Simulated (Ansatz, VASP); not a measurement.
# One calculation of TaN, two programs

```xyz
8
Lattice="3.0500 0.0000 0.0000 -3.0500 5.2828 0.0000 0.0000 0.0000 4.9400" Properties=species:S:1:pos:R:3 pbc="T T T"
Ta    0.0000    1.7609    0.0000
Ta    1.5250    0.8805    2.4700
Ta   -1.5250    4.4023    0.0000
Ta    0.0000    3.5218    2.4700
N     0.0000    1.7609    1.9019
N     1.5250    0.8805    4.3719
N    -1.5250    4.4023    1.9019
N     0.0000    3.5218    4.3719
```

Alike in both runs: task single point; functional PBE; k mesh 7 × 7 × 4; occupations gaussian, width 0.05 eV; collinear spin; Hubbard terms Ta d U = 2.0 eV.

|  | VASP | Ansatz |
| --- | --- | --- |
| version | VASP 6.6.1 | Ansatz 0.2.0 |
| potentials or method | VASP PAW PBE potentials, release 64 (Ta_sv_GW, N), cutoff 600 eV | scalar-relativistic, plane waves, PAW |
| valence electrons in the cell | 72 | 72 |

```tsv
	VASP	Ansatz	Ansatz less VASP
gap on the k mesh at the Fermi level (eV)	none	none	-
rms of the force components (eV/Å)	1.324	1.253	-0.0714
net moment per atom (μB)	0.00	0.00	0.000
```

The programs project onto different local orbitals, so the same U acts differently, and such runs can settle in different states. A gap of «none» marks a metal or a gap that the smearing closes. Ansatz's warnings: filled band counts differ across k points, seeded moment not kept.

Spin-orbit coupling is off throughout.
